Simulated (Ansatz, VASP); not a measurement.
ScAl3N4: VASP beside Ansatz

```
Sc Al N
1.0
    -2.70451    2.70451    2.70451
     2.70451   -2.70451    2.70451
     2.70451    2.70451   -2.70451
Sc Al N
1 3 4
Direct
  0.00000 0.00000 0.00000
  0.00000 0.50000 0.50000
  0.50000 0.00000 0.50000
  0.50000 0.50000 0.00000
  0.43870 0.43870 0.43870
  0.00000 0.00000 0.56130
  0.00000 0.56130 0.00000
  0.56130 0.00000 0.00000
```

Alike in both runs: functional PBE; k mesh 3 × 3 × 3; occupations gaussian, width 0.15 eV; no spin polarisation.

Ansatz relaxed the structure, and its values are those at the end. VASP's run is a single point on that final structure, the one shown.

```csv
,VASP,Ansatz
version,VASP 6.6.1,Ansatz 0.2.0
potentials or method,"VASP PAW PBE potentials, release 64 (Sc_sv, Al, N), cutoff 600 eV","scalar-relativistic, plane waves, PAW"
valence electrons in the cell,40,40
```

```tsv
	VASP	Ansatz	Ansatz less VASP
gap on the k mesh at the Fermi level (eV)	1.37	1.36	-0.002
least direct gap on the mesh (eV)	1.56	1.57	+0.011
pressure (GPa)	-0.4	-0.7	-0.27
rms of the force components (eV/Å)	0.007	0.015	+0.0085
```

With one functional, cell and mesh, what is left measures potentials, basis and numerics.

The k mesh is coarse, so the values compare programs but aren't converged.
